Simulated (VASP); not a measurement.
A run of VASP 6.6.1 is set up as follows.

The input INCAR:

```
SYSTEM = C
PREC = Accurate ; ENCUT = 520
EDIFF = 1E-7 ; ISMEAR = 0
SIGMA = 0.02 ; LREAL = .False.
LASPH = .True. ; NELM = 120
ALGO = Normal ; ISIF = 2
LWAVE = .False. ; LCHARG = .False.
GGA = PS ; IBRION = 2
NSW = 60 ; EDIFFG = -0.002
GGA_COMPAT = .False. ; NELMIN = 4
```

KPOINTS

```
regular mesh
0
Gamma
  9 9 6
  0 0 0
```

File POSCAR:

```
C
1.0
    2.5237147988      0.0000000000      0.0000000000
   -1.2618573994      2.1856011277      0.0000000000
    0.0000000000      0.0000000000      4.1595812401
C
4
Direct
    0.3333333333      0.6666666667     -0.0003155577
    0.6666666667      0.3333333333      0.4996844423
    0.3333333333      0.6666666667      0.3743155577
    0.6666666667      0.3333333333      0.8743155577
```

Potentials or basis: VASP PAW PBE potentials, release 64 (C).

Command:

```sh
$ cat potpaw_PBE.64/C/POTCAR > POTCAR
$ mpirun -np 1 vasp_std > vasp.out
```

(1) Predict the band gap on the k mesh.

Answers

(1) 3.14 eV (least direct gap 4.77 eV).

Caveat: the cell differs from its parent crystal (strained cell).
